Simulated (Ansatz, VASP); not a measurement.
# Si4F: VASP beside Ansatz

INCAR

```
SYSTEM = Si4F
PREC     = Accurate       ! precision mode
ENCUT    = 520            ! plane-wave cutoff, eV
EDIFF    = 1E-6           ! SCF threshold, eV
ISMEAR   = 0              ! smearing method
SIGMA    = 0.05           ! smearing width, eV
LREAL    = .False.        ! projectors in reciprocal space
LASPH    = .True.         ! aspherical terms in the spheres
NELM     = 150            ! most SCF steps
ALGO     = Normal         ! electronic algorithm
ISIF     = 2              ! what is computed and relaxed
LWAVE    = .False.        ! write WAVECAR
LCHARG   = .False.        ! write CHGCAR
ISPIN    = 2              ! spin polarisation
MAGMOM   = 0 0 0 0 1      ! initial moments
LORBIT   = 11             ! projections on sites
LDIPOL   = .True.       
IDIPOL   = 3            
DIPOL    = 0.5 0.5 0.326
GGA      = PE             ! functional
IVDW     = 12             ! dispersion correction
NBANDS   = 24             ! bands
```

Contents of KPOINTS:

```
Automatic mesh
0
Gamma
  9 9 1
  0 0 0
```

The input POSCAR:

```
Si4F
1.0
    3.8333442603      0.0000000000      0.0000000000
   -1.9166721302      3.3197735109      0.0000000000
    0.0000000000      0.0000000000     20.9083834853
Si F
4 1
Direct
    0.3333333333      0.6666666667      0.1913108205
    0.0000000000      0.0000000000      0.2287349533
    0.0000000000      0.0000000000      0.3468742271
    0.6666666667      0.3333333333      0.3782398334
    1.0000000000      1.0000000000      0.4834607846
```

Input for Ansatz:

```yaml
crystal:
  lattice:
    - [3.8333442603, 0.0, 0.0]
    - [-1.9166721302, 3.3197735109, 0.0]
    - [0.0, 0.0, 20.9083834853]
  atoms:
    - { symbol: Si, position: [0.3333333333, 0.6666666667, 0.1913108205] }
    - { symbol: Si, position: [0.0, 0.0, 0.2287349533] }
    - { symbol: Si, position: [0.0, 0.0, 0.3468742271] }
    - { symbol: Si, position: [0.6666666667, 0.3333333333, 0.3782398334] }
    - { symbol: F, position: [1.0, 1.0, 0.4834607846], spin: 1.0 }
basis:
  ecutwfc: 420
kpoints:
  mp_grid: { grid: [9, 9, 1] }
hamiltonian:
  xc: pbe
  pseudopotentials: { kind: paw, azcp: { folder: soft_1 } }
  dispersion: d3bj
scf:
  occupations: { method: gaussian, width: 0.05 }
output:
  forces: true
  eigenvalues: true
  populations: true
magnetization:
  spin_polarized: true
efield:
  axis: 3
  dipole_correction: true
  ramp_width: 0.04
```

Alike in both runs: task single point; functional PBE; dispersion D3(BJ); k mesh 9 × 9 × 1; occupations gaussian, width 0.05 eV; collinear spin.

|  | VASP | Ansatz |
| --- | --- | --- |
| version | VASP 6.6.1 | Ansatz 0.2.0 |
| potentials or method | VASP PAW PBE potentials, release 64 (Si, F), cutoff 520 eV | scalar-relativistic, plane waves, PAW |
| valence electrons in the cell | 23 | 23 |

Ansatz gave:

| Property | Result |
| --- | --- |
| gap on the k mesh at the Fermi level (eV) | none |
| rms of the force components (eV/Å) | 0.635 |
| net moment per atom (μB) | 0.17 |
| size of the moment on the site where the two differ most (μB) | 0.26 |

**Question.** Estimate VASP's values.

**Answer.** gap on the k mesh at the Fermi level (eV): none; rms of the force components (eV/Å): 0.632; net moment per atom (μB): 0.17; size of the moment on the site where the two differ most (μB): 0.23.

Site moments also hang on the region over which each program counts them. Atom by atom the forces differ by 0.004 eV/Å (rms over components). A gap of «none» marks a metal or a gap that the smearing closes.
